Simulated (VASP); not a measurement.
Write the native input for VASP 6.6.1 that does the following.

| Quantity | Value |
| --- | --- |
| Task | single point |
| Functional | PBEsol |
| Potentials or basis | VASP PAW PBE potentials, release 64 (Pb_d) |
| Cutoff | 520 eV |
| k mesh | 18 × 18 × 10 |
| Occupations | gaussian, width 0.15 eV |
| Spin | no spin polarisation |
| Dipole correction | no |
| Further INCAR settings | ALGO = Fast; EDIFF = 1e-06; NBANDS = 21 |

The structure of Pb lies in POSCAR:

```
Pb
1.0
    3.6192007182      0.0000000000      0.0000000000
   -1.8096003591      3.1343197634      0.0000000000
    0.0000000000      0.0000000000      5.5900000000
Pb
2
Direct
    0.3333333333      0.6666666667      0.2500000000
    0.6666666667      0.3333333333      0.7500000000
```

This isn't the form of Pb at room conditions, which is fcc.

This cell differs from its parent crystal: strain +0.040 along x and y, +0.000 along z.

One way to write it, as run:

INCAR

```
SYSTEM = Pb
PREC = Accurate
ENCUT = 520
EDIFF = 1E-6
ISMEAR = 0
SIGMA = 0.15
LREAL = .False.
LASPH = .True.
NELM = 60
ALGO = Fast
ISIF = 2
LWAVE = .False.
LCHARG = .False.
GGA = PS
NBANDS = 21
```

KPOINTS

```
Automatic mesh
0
Gamma
  18 18 10
  0 0 0
```

Potentials or basis: VASP PAW PBE potentials, release 64 (Pb_d).

Run with:

```console
$ cat potpaw_PBE.64/Pb_d/POTCAR > POTCAR
$ mpirun -np 1 vasp_std > vasp.out
```

It gave:

The pressure is -2.3 GPa and the band gap on the k mesh is zero (bands 14 and 15 overlap by 6.90 eV).

Caveat: the cell differs from its parent crystal (strain +0.040 along x and y, +0.000 along z); the PAW data sets were made with another functional, which shifts forces and pressure a little; spin-orbit coupling is left out, which moves the levels of the heavy elements.

It took 110 s on 1 thread of Intel(R) Xeon(R) 6975P-C (Granite Rapids) (shared host), peak memory 0.35 GiB.
